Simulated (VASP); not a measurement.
TaN: electric field gradients with PBEsol

Crystal: TaN.

```
Ta N
1.0
     3.10896    0.00000    0.00000
    -1.55448    2.69244    0.00000
     0.00000    0.00000    4.91800
Ta N
2 2
Direct
  0.00000 0.00000 0.00000
  0.00000 0.00000 0.50000
  0.33333 0.66667 0.25000
  0.66667 0.33333 0.75000
```

This cell differs from its parent crystal: equal xx and yy strain of +2 %.

| Property | Result |
| --- | --- |
| Program | VASP 6.6.1 |
| Task | electric field gradients |
| Functional | PBEsol |
| Potentials or basis | VASP PAW PBE potentials, release 64 (Ta_pv, N) |
| Cutoff | 520 eV |
| k mesh | 9 × 9 × 5 |
| Occupations | fermi-dirac, width 0.01 eV |
| Spin | no spin polarisation |
| Dipole correction | no |
| Further INCAR settings | ALGO = Normal; EDIFF = 1e-08; NBANDS = 24 |

* Pressure: 33.2 GPa
* Band gap on the k mesh: zero (band 16 reaches 10.03 eV, above the bottom of band 17 at 7.32 eV)

Stress tensor (GPa, compression positive):
```
 7.24  0.00  0.00
 0.00  7.24  0.00
 0.00  0.00 85.01
```

Levels at points of the mesh, in eV from the Fermi level:
| k point | band 12 | band 13 | band 14 | band 15 | band 16 | band 17 | band 18 | band 19 | band 20 | band 21 |
| --- | --- | --- | --- | --- | --- | --- | --- | --- | --- | --- |
| (0.00, 0.00, 0.00) | -5.13 | -3.54 | -3.54 | -3.43 | -1.96 | -1.96 | -0.57 | -0.57 | 2.46 | 4.17 |

Electric field gradients, principal values (V/Å²):
```tsv
atom	least	middle	greatest (by size)
1 Ta	87.493	87.494	-174.986
2 Ta	87.493	87.494	-174.986
3 N	-2.841	-2.841	5.682
4 N	-2.841	-2.841	5.682
```

Wall time 13 s on 1 thread of Intel(R) Xeon(R) 6975P-C (Granite Rapids), with other jobs on the host, peak memory 0.17 GiB.

Caveat: the cell differs from its parent crystal (equal xx and yy strain of +2 %); without QUAD_EFG the Cq values of the log hold for a quadrupole moment of 1 mb, not for the nuclei; the PAW data sets were made with another functional, which shifts forces and pressure a little; spin-orbit coupling is left out, which moves the levels of the heavy elements.
